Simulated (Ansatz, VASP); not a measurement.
**AlCu3 in VASP and in Ansatz**

The input INCAR:

```
SYSTEM = AlCu3
PREC     = Accurate       ! precision mode
ENCUT    = 520            ! plane-wave cutoff, eV
EDIFF    = 1E-7           ! SCF threshold, eV
ISMEAR   = 0              ! smearing method
SIGMA    = 0.15           ! smearing width, eV
LREAL    = .FALSE.        ! projectors in reciprocal space
LASPH    = .TRUE.         ! aspherical terms in the spheres
NELM     = 60             ! most SCF steps
ALGO     = Fast           ! electronic algorithm
ISIF     = 2              ! what is computed and relaxed
LWAVE    = .FALSE.        ! write WAVECAR
LCHARG   = .FALSE.        ! write CHGCAR
GGA      = CA             ! functional
NBANDS   = 26             ! bands
```

Contents of KPOINTS:

```
Automatic mesh
0
G
  12 12 12
  0 0 0
```

POSCAR

```
AlCu3
1.0
    3.6489625654      0.0000000000      0.0000000000
    0.0000000000      3.6489625654      0.0000000000
    0.0000000000      0.0000000000      3.6489625654
Al Cu
1 3
Direct
    0.0000000000      0.0000000000      0.0000000000
    0.5000000000      0.4839510768      0.0000000000
    0.5000000000      0.0000000000      0.5000000000
    0.0000000000      0.5160489232      0.5000000000
```

Input for Ansatz:

```yaml
crystal:
  lattice:
    - [3.6489625654, 0.0, 0.0]
    - [0.0, 3.6489625654, 0.0]
    - [0.0, 0.0, 3.6489625654]
  atoms:
    - { symbol: Al, position: [0.0, 0.0, 0.0] }
    - { symbol: Cu, position: [0.5, 0.4839510768, 0.0] }
    - { symbol: Cu, position: [0.5, 0.0, 0.5] }
    - { symbol: Cu, position: [0.0, 0.5160489232, 0.5] }
basis:
  ecutwfc: 520.0
kpoints:
  mp_grid: { grid: [12, 12, 12] }
hamiltonian:
  xc: lda
  pseudopotentials: { kind: paw, azcp: { folder: soft_1 } }
scf:
  occupations: { method: gaussian, width: 0.15 }
output:
  forces: true
  stress: true
  eigenvalues: true
```

Change from the starting cell: mode 5 frozen in at -0.058 Å, equal normal strain along x, y and z +0.0167.

Alike in both runs: task single point; functional LDA; k mesh 12 × 12 × 12; occupations gaussian, width 0.15 eV; no spin polarisation.

```csv
,VASP,Ansatz
version,VASP 6.6.1,Ansatz 0.2.0
potentials or method,"VASP PAW LDA potentials, release 64 (Al, Cu), cutoff 520 eV","scalar-relativistic, plane waves, PAW"
valence electrons in the cell,36,60
```

```csv
,VASP,Ansatz,Ansatz less VASP
gap on the k mesh at the Fermi level (eV),none,none,-
pressure (GPa),-6.6,-7.1,-0.56
rms of the force components (eV/Å),0.127,0.125,-0.0015
```

Ansatz warns that its potentials were made for another functional, while VASP's fit it. LDA's correlation is that of Perdew and Zunger in VASP and of Perdew and Wang (1992) in Ansatz. Atom by atom the forces differ by 0.001 eV/Å (rms over components). A gap of «none» marks a metal or a gap that the smearing closes. VASP's potentials hold 36 valence electrons a cell and Ansatz's 60, so a difference there can come from the potentials and not from the codes.
